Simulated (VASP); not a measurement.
Zn:

```
Zn
1.0
     2.67000    0.00000    0.00000
    -1.33500    2.31229    0.00000
     0.00000    0.00000    4.96600
Zn
2
Direct
  0.33333 0.66667 0.25000
  0.66667 0.33333 0.75000
```

| Property | Result |
| --- | --- |
| Program | VASP 6.6.1 |
| Task | relaxation of cell and atoms |
| Functional | r2SCAN |
| Dispersion | rVV10 |
| Potentials or basis | VASP PAW PBE potentials, release 64 (Zn) |
| Cutoff | 600 eV |
| k mesh | 10 × 10 × 4 |
| Occupations | gaussian, width 0.1 eV |
| Spin | no spin polarisation |

At the start: pressure -5.9 GPa; volume 15.33 Å³/atom.

Q: Where does the relaxation end?

A: Over 4 steps the energy falls by 25.4 meV/atom and the volume is 14.13 Å³/atom (-7.8 %); space group P6_3/mmc (No. 194, to 0.1 Å) before and after.

Step by step:
| step | energy change (eV) | largest force (eV/Å) | pressure (GPa) | volume (Å³) |
| --- | --- | --- | --- | --- |
| 1 | 0.0000 | 0.0000 | -5.87 | 30.66 |
| 2 | -0.0472 | 0.0000 | 0.66 | 28.23 |
| 3 | -0.0474 | 0.0000 | 0.11 | 28.39 |
| 4 | -0.0508 | 0.0000 | 0.15 | 28.27 |

Final structure:
```yaml
crystal:
  lattice:
    - [2.61219, 0.00000, 0.00000]
    - [-1.30609, 2.26222, 0.00000]
    - [0.00000, 0.00000, 4.78339]
  atoms:
    - { symbol: Zn, position: [0.33333, 0.66667, 0.25000] }
    - { symbol: Zn, position: [0.66667, 0.33333, 0.75000] }
```

Caveat: the PAW data sets were made with another functional, which shifts forces and pressure a little.
